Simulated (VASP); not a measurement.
A run of VASP 6.6.1 is set up as follows.

File INCAR:

```
SYSTEM = PtSe2
PREC     = Accurate       ! precision mode
ENCUT    = 520            ! plane-wave cutoff, eV
EDIFF    = 1E-6           ! SCF threshold, eV
ISMEAR   = -1             ! smearing method
SIGMA    = 0.02           ! smearing width, eV
LREAL    = .False.        ! projectors in reciprocal space
LASPH    = .True.         ! aspherical terms in the spheres
NELM     = 80             ! most SCF steps
ALGO     = Normal         ! electronic algorithm
ISIF     = 2              ! what is computed and relaxed
LWAVE    = .False.        ! write WAVECAR
LCHARG   = .False.        ! write CHGCAR
GGA      = PE             ! functional
NBANDS   = 18             ! bands
```

Contents of KPOINTS:

```
Automatic mesh
0
Gamma
  12 12 6
  0 0 0
```

The input POSCAR:

```
PtSe2
1.0
    3.7286503610      0.0000000000      0.0000000000
   -1.8643251805      3.2291059344      0.0000000000
    0.0000000000      0.0000000000      5.2771566319
Pt Se
1 2
Direct
    0.0000000000      0.0000000000      0.0000000000
    0.3333333333      0.6666666667      0.2462188973
    0.6666666667      0.3333333333      0.7537811027
```

Potentials or basis: VASP PAW PBE potentials, release 64 (Pt, Se).

Launch:

```bash
$ cat potpaw_PBE.64/Pt/POTCAR potpaw_PBE.64/Se/POTCAR > POTCAR
$ mpirun -np 1 vasp_std > vasp.out
```

Q: Predict the pressure.

A: 3.8 GPa.

Q: Predict the band gap on the k mesh.

A: Zero (bands 11 and 12 overlap by 0.16 eV).

Q: Predict the largest force.

A: 0.173 eV/Å.

Forces in eV/Å, atoms in the order of the input:
```
Pt   0.000  0.000  0.000
Se   0.000  0.000  0.173
Se   0.000  0.000 -0.173
```

Caveat: the cell stands under pressure; spin-orbit coupling is left out, which moves the levels of the heavy elements.
